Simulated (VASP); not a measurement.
# AlGaN2 (P-4m2) in VASP: further runs

Runs on AlGaN2. Level: r2SCAN. Tasks: single point.

Everything below comes from runs of VASP 6.6.1. Logs are shortened: lines on timing, memory, paths and dates and some standing lists are left out, and cuts for length are marked.

## 1. The cell of the first run

Symmetry: P-4m2, No. 115, tetragonal system. Conventional cell: a = 3.217 Å, b = 3.217 Å, c = 4.312 Å, α = 90.00°, β = 90.00°, γ = 90.00°. Al (site symmetry -4m2) has 4 N at 1.91 Å within 2.5 Å. Within 2.6 Å of Ga (site symmetry -4m2) lie 4 N at 1.96 Å. N (site symmetry 2mm) has 2 Al at 1.91 Å and 2 Ga at 1.96 Å within 2.5 Å.

## 2. Single point, r2SCAN (strain +0.025 along x and y, -0.025 along z)

The input, POSCAR:

```
AlGaN2
1.0
    3.2169895805      0.0000000000      0.0000000000
    0.0000000000      3.2169895805      0.0000000000
    0.0000000000      0.0000000000      4.3117978094
Al Ga N
1 1 2
Direct
    0.5000000000      0.5000000000      0.5000000000
    0.0000000000      0.0000000000      0.0000000000
    0.5000000000      0.0000000000      0.7390831705
    0.0000000000      0.5000000000      0.2609168295
```

The input, INCAR.step1:

```
SYSTEM = AlGaN2
PREC = Accurate
ENCUT = 520
ISMEAR = 0
SIGMA = 0.05
LREAL = .False.
LASPH = .True.
NELM = 60
NBANDS = 21
GGA = PE
ALGO = Normal
EDIFF = 1E-4
LWAVE = .True.
LCHARG = .False.
```

The input, INCAR.step2:

```
SYSTEM = AlGaN2
PREC = Accurate
ENCUT = 520
EDIFF = 1E-6
ISMEAR = 0
SIGMA = 0.05
LREAL = .False.
LASPH = .True.
NELM = 60
ALGO = Normal
ISIF = 2
LWAVE = .False.
LCHARG = .True.
METAGGA = R2SCAN
LMIXTAU = .True.
LELF = .True.
LVHAR = .True.
NBANDS = 21
ISTART = 1
```

The input, KPOINTS:

```
regular mesh
0
Gamma
  8 8 6
  0 0 0
```

Potentials or basis: VASP PAW PBE potentials, release 64 (Al, Ga_d, N).

Launch:

```sh
> cat potpaw_PBE.64/Al/POTCAR potpaw_PBE.64/Ga_d/POTCAR potpaw_PBE.64/N/POTCAR > POTCAR
> cp INCAR.step1 INCAR
> mpirun -np 1 vasp_std > vasp.out
> cp INCAR.step2 INCAR
> mpirun -np 1 vasp_std > vasp.out
```

OUTCAR:

```text
SYSTEM = AlGaN2
   PREC = Accurate
   ENCUT = 520
   EDIFF = 1E-6
   ISMEAR = 0
   LREAL = .False.
   LASPH = .True.
   NELM = 60
   ISIF = 2
   METAGGA = R2SCAN
   ISTART = 1

 ion  position               nearest neighbor table
   1  0.500  0.500  0.500-   3 1.91   4 1.91   3 1.91   4 1.91   2 3.13   2 3.13   2 3.13   2 3.13
                             2 3.13   2 3.13   2 3.13   2 3.13
   2  0.000  0.000  0.000-   3 1.96   4 1.96   4 1.96   3 1.96   1 3.13   1 3.13   1 3.13   1 3.13
                             1 3.13   1 3.13   1 3.13   1 3.13
   3  0.500  0.000  0.739-   1 1.91   1 1.91   2 1.96   2 1.96
   4  0.000  0.500  0.261-   1 1.91   1 1.91   2 1.96   2 1.96

  LATTYP: Found a simple tetragonal cell.
 ALAT       =     3.2169895805
 C/A-ratio  =     1.3403207258

  Lattice vectors:

 A1 = (   3.2169895805,   0.0000000000,   0.0000000000)
 A2 = (   0.0000000000,   3.2169895805,   0.0000000000)
 A3 = (   0.0000000000,   0.0000000000,   4.3117978094)

Analysis of symmetry for initial positions (statically):
=====================================================================
 Subroutine PRICEL returns:
 Original cell was already a primitive cell.

 Routine SETGRP: Setting up the symmetry group for a
 simple tetragonal supercell.

 Subroutine GETGRP returns: Found  8 space group operations
 (whereof  8 operations were pure point group operations)
 out of a pool of 16 trial point group operations.

The static configuration has the point symmetry D_2d.

Analysis of symmetry for dynamics (positions and initial velocities):
=====================================================================
 Subroutine PRICEL returns:
 Original cell was already a primitive cell.

 Routine SETGRP: Setting up the symmetry group for a
 simple tetragonal supercell.

 Subroutine GETGRP returns: Found  8 space group operations
 (whereof  8 operations were pure point group operations)
 out of a pool of 16 trial point group operations.

The dynamic configuration has the point symmetry D_2d.

 Subroutine INISYM returns: Found  8 space group operations
 (whereof  8 operations are pure point group operations),
 and found     1 'primitive' translations

----------------------------------------------------------------------------------------

                                     Primitive cell

  volume of cell :      44.6229

  direct lattice vectors                    reciprocal lattice vectors
     3.216989580  0.000000000  0.000000000     0.310849624  0.000000000  0.000000000
     0.000000000  3.216989580  0.000000000     0.000000000  0.310849624  0.000000000
     0.000000000  0.000000000  4.311797809     0.000000000  0.000000000  0.231921821

  length of vectors
     3.216989580  3.216989580  4.311797809     0.310849624  0.310849624  0.231921821

  position of ions in fractional coordinates (direct lattice)
     0.500000000  0.500000000  0.500000000
     0.000000000  0.000000000  0.000000000
     0.500000000  0.000000000  0.739083171
     0.000000000  0.500000000  0.260916829

  ion indices of the primitive-cell ions
   primitive index   ion index
                 1           1
                 2           2
                 3           3
                 4           4

----------------------------------------------------------------------------------------

 KPOINTS: regular mesh

Automatic generation of k-mesh.
 Grid dimensions read from file:
 generate k-points for:    8    8    6

 Generating k-lattice:

  Cartesian coordinates                     Fractional coordinates (reciprocal lattice)
     0.038856203  0.000000000  0.000000000     0.125000000  0.000000000  0.000000000
     0.000000000  0.038856203  0.000000000     0.000000000  0.125000000  0.000000000
     0.000000000  0.000000000  0.038653637     0.000000000  0.000000000  0.166666667

  Length of vectors
     0.038856203  0.038856203  0.038653637

  Shift w.r.t. Gamma in fractional coordinates (k-lattice)
     0.000000000  0.000000000  0.000000000

 Subroutine IBZKPT returns following result:
 ===========================================

 Found     60 irreducible k-points:

 Following reciprocal coordinates:
            Coordinates               Weight
  0.000000  0.000000  0.000000      1.000000
  0.125000  0.000000  0.000000      4.000000
  0.250000  0.000000  0.000000      4.000000
  0.375000  0.000000  0.000000      4.000000
  0.500000  0.000000  0.000000      2.000000
  0.125000  0.125000  0.000000      4.000000
[... 16 lines left out ...]
  0.375000  0.125000  0.166667     16.000000
  0.500000  0.125000  0.166667      8.000000
 [... further k-points ...]
   k-points           NKPTS =     60   k-points in BZ     NKDIM =     60   number of bands    NBANDS=     21
   number of dos      NEDOS =    301   number of ions     NIONS =      4
   total plane-waves  NPLWV =  18432
   dimension x,y,z NGX =    24 NGY =   24 NGZ =   32
   dimension x,y,z NGXF=    48 NGYF=   48 NGZF=   64
   ions per type =               1   1   2
   NGX,Y,Z   is equivalent  to a cutoff of  12.40, 12.40, 12.34 a.u.
   NGXF,Y,Z  is equivalent  to a cutoff of  24.81, 24.81, 24.68 a.u.
 SYSTEM =  AlGaN2
   PREC   = accura    normal or accurate (medium, high low for compatibility)
   ISTART =      1    job   : 0-new  1-cont  2-samecut
   ICHARG =      0    charge: 1-file 2-atom 10-const
   ISPIN  =      1    spin polarized calculation?
   LNONCOLLINEAR =      F non collinear calculations
   LSORBIT =      F    spin-orbit coupling
   LASPH  =      T    aspherical Exc in radial PAW
   ENCUT  =  520.0 eV  38.22 Ry    6.18 a.u.   5.98  5.98  8.02*2*pi/ulx,y,z
   NELM   =     60;   NELMIN=  2; NELMDL=  0     # of ELM steps
   EDIFF  = 0.1E-05   stopping-criterion for ELM
   LREAL  =      F    real-space projection
   EDIFFG = 0.1E-04   stopping-criterion for IOM
   NSW    =      0    number of steps for IOM
   IBRION =     -1    ionic relax: 0-MD 1-quasi-New 2-CG
   NFREE  =      0    steps in history (QN), initial steepest desc. (CG)
   ISIF   =      2    stress and relaxation
   ISYM   =      2    0-nonsym 1-usesym 2-fastsym
   POTIM  = 0.5000    time-step for ionic-motion
   TEBEG  =    0.0;   TEEND  =   0.0 temperature during run
   PSTRESS=    0.0 pullay stress
   NELECT =      26.0000    total number of electrons
   NUPDOWN=      -1.0000    fix difference up-down
   EMIN   =  10.00;   EMAX   =-10.00  energy-range for DOS
   EFERMI =   0.00;   METHOD = LEGACY
   ISMEAR =     0;   SIGMA  =   0.05  broadening in eV -4-tet -1-fermi 0-gaus
   EFERMI_NEDOS =   21; number of points for ismear=-14 and -15
   IALGO  =     38    algorithm
   IMIX   =      4    mixing-type and parameters
     AMIX     =   0.40;   BMIX     =  1.00
     AMIX_MAG =   1.60;   BMIX_MAG =  1.00
  volume/ion in A,a.u.               =      11.16        75.28
  Fermi-wavevector in a.u.,A,eV,Ry     =   1.367351  2.583919 25.438120  1.869649
  Thomas-Fermi vector in A             =   2.493411
   LORBIT       =      0    0 simple, 1 ext, 2 COOP (PROOUT), +10 PAW based schemes
   METAGGA = R2SCAN    functional components
   LHFCALC =     F    Hartree Fock is set to
   AEXX    =    0.0000 exact exchange contribution
   IVDW    =     0    specifies the selected vdW correction
   LEPSILON=     F    determine dielectric tensor
   LRPA    =     F    only Hartree local field effects (RPA)
 non-spin polarized calculation
 Gauss-broadening in eV      SIGMA  =   0.05
  energy-cutoff  :      520.00
  volume of cell :       44.62
 maximum number of plane-waves:      1232
 NGX is ok and might be reduce to    24
   NGX = 11   NGY = 11   NGZ = 17

 number of electron      26.0000007 magnetization

 Free energy of the ion-electron system (eV)
  ---------------------------------------------------
  ext. energy  EPLUGINS =         0.00000000
  ---------------------------------------------------
  free energy    TOTEN  =       -41.03030445 eV

  energy without entropy =      -41.03030445  energy(sigma->0) =      -41.03030445

 E-fermi :   5.3403     XC(G=0): -11.9536

 val. band max:        5.1030618694   @ k =   0.0000   0.0000   0.0000
 cond. band min:       8.3461074248   @ k =   0.0000   0.0000   0.0000
 fundamental gap:      3.2430455554
 Fermi energy:         5.3403062469

 k-point     1 :       0.0000    0.0000    0.0000
  band No.  band energies     occupation
      1     -10.9610      2.00000
      2      -9.4381      2.00000
      3      -8.1833      2.00000
      4      -8.1833      2.00000
      5      -8.1134      2.00000
      6      -7.9539      2.00000
[... 13 lines left out ...]
     20      19.2535      0.00000
     21      20.6844      0.00000

 k-point     2 :       0.1250    0.0000    0.0000
  band No.  band energies     occupation
      1     -10.8361      2.00000
      2      -9.4418      2.00000
      3      -8.1810      2.00000
      4      -8.1800      2.00000
      5      -8.0970      2.00000
      6      -7.9639      2.00000
[... 13 lines left out ...]
     20      19.0399      0.00000
     21      20.1751      0.00000

 k-point     3 :       0.2500    0.0000    0.0000
  band No.  band energies     occupation
      1     -10.4998      2.00000
      2      -9.4661      2.00000
      3      -8.1754      2.00000
      4      -8.1482      2.00000
      5      -8.0355      2.00000
      6      -7.9878      2.00000
[... 13 lines left out ...]
     20      18.4281      0.00000
     21      19.0821      0.00000
[... 457 lines left out ...]
 k-point    23 :       0.3750    0.1250    0.1667
  band No.  band energies     occupation
      1      -9.9606      2.00000
      2      -9.5305      2.00000
      3      -8.1724      2.00000
      4      -8.0659      2.00000
      5      -8.0297      2.00000
      6      -7.7799      2.00000
[... 13 lines left out ...]
     20      18.0516      0.00000
     21      18.2814      0.00000

 k-point    24 :       0.5000    0.1250    0.1667
  band No.  band energies     occupation
      1      -9.7435      2.00000
      2      -9.6175      2.00000
      3      -8.1671      2.00000
      4      -8.0541      2.00000
      5      -8.0400      2.00000
      6      -7.5097      2.00000
[... 13 lines left out ...]
     20      17.8966      0.00000
     21      18.0674      0.00000

 [... further k-points ...]

------------------------ aborting loop because EDIFF is reached ----------------------------------------

  FORCE on cell =-STRESS in cart. coord.  units (eV):
  Direction    XX          YY          ZZ          XY          YZ          ZX
  --------------------------------------------------------------------------------------
  -------------------------------------------------------------------------------------
  Total       -1.8650785     -1.8650785     -0.1327834      0.0000000      0.0000000      0.0000000
  in kB      -66.9653289    -66.9653289     -4.7675647      0.0000000      0.0000000      0.0000000
  external PRESSURE =     -46.2327408 kB  Pullay stress =       0.0000000 kB

 VOLUME and BASIS-vectors are now :
 -----------------------------------------------------------------------------
  energy-cutoff  :      520.00
  volume of cell :       44.62
      direct lattice vectors                 reciprocal lattice vectors
     3.216989580  0.000000000  0.000000000     0.310849624  0.000000000  0.000000000
     0.000000000  3.216989580  0.000000000     0.000000000  0.310849624  0.000000000
     0.000000000  0.000000000  4.311797809     0.000000000  0.000000000  0.231921821

 POSITION                                       TOTAL-FORCE (eV/Angst)
 -----------------------------------------------------------------------------------
      1.60849      1.60849      2.15590         0.000000      0.000000      0.000000
      0.00000      0.00000      0.00000         0.000000     -0.000000      0.000000
      1.60849      0.00000      3.18678         0.000000     -0.000000     -0.159275
      0.00000      1.60849      1.12502         0.000000     -0.000000      0.159275
 -----------------------------------------------------------------------------------
    total drift:                                0.000000      0.000000      0.000000

  FREE ENERGIE OF THE ION-ELECTRON SYSTEM (eV)
  ---------------------------------------------------
  free  energy   TOTEN  =       -41.0303044476 eV

  energy  without entropy=      -41.0303044476  energy(sigma->0) =      -41.03030445
```

It took 58 s on 1 thread of Intel Xeon 6975P-C (Granite Rapids), shared host; peak memory 0.19 GiB.

Results:

| Quantity | Value |
| --- | --- |
| Free energy | -41.0303 eV |
| Pressure | -4.6 GPa |
| Largest force | 0.159 eV/Å |
| Band gap on the k mesh | 3.24 eV |

Forces on the atoms (eV/Å):
```
Al   0.000  0.000  0.000
Ga   0.000  0.000  0.000
N    0.000  0.000 -0.159
N    0.000  0.000  0.159
```

Caveat: the cell differs from its parent crystal (strain +0.025 along x and y, -0.025 along z); the stress differs along the axes, from -7 to -0 GPa; the PAW data sets were made with another functional, which shifts forces and pressure a little.

[end of part 1 of 2]
